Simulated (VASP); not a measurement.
Set up this calculation in VASP 6.6.1, as the native input.

```
Task                   : single point
Functional             : PBEsol
Potentials or basis    : VASP PAW PBE potentials, release 64 (Al, Ru_pv)
Cutoff                 : 520 eV
k mesh                 : 14 × 14 × 14
Occupations            : gaussian, width 0.1 eV
Spin                   : no spin polarisation
Dipole correction      : no
Further INCAR settings : ALGO = Normal; EDIFF = 1e-06; NBANDS = 16
```

The structure of AlRu lies in POSCAR:

```
AlRu
1.0
    2.9916000000      0.0000000000      0.0000000000
    0.0000000000      2.9916000000      0.0000000000
    0.0000000000      0.0000000000      2.9916000000
Al Ru
1 1
Direct
    0.0000000000      0.0000000000      0.0000000000
    0.5000000000      0.5000000000      0.5000000000
```

One way to write it, as run:

INCAR

```
ALGO = Normal ; EDIFF = 1E-6
ENCUT = 520 ; GGA = PS
ISIF = 2 ; ISMEAR = 0
LASPH = T ; LCHARG = T
LELF = T ; LREAL = F
LVHAR = T ; LWAVE = F
NBANDS = 16 ; NELM = 100
PREC = Accurate ; SIGMA = 0.1
```

KPOINTS

```
k-points
0
Gamma
  14 14 14
```

Potentials or basis: VASP PAW PBE potentials, release 64 (Al, Ru_pv).

Launch:

```console
$ cat potpaw_PBE.64/Al/POTCAR potpaw_PBE.64/Ru_pv/POTCAR > POTCAR
$ mpirun -np 1 vasp_std > vasp.out
```

Results of the run:

The pressure is -3.2 GPa.

Caveat: the PAW data sets were made with another functional, which shifts forces and pressure a little.

Wall time 26 s on 1 thread of Intel(R) Xeon(R) Platinum 8259CL CPU @ 2.50GHz (Skylake/Cascade Lake) (shared host), peak memory 0.18 GiB.
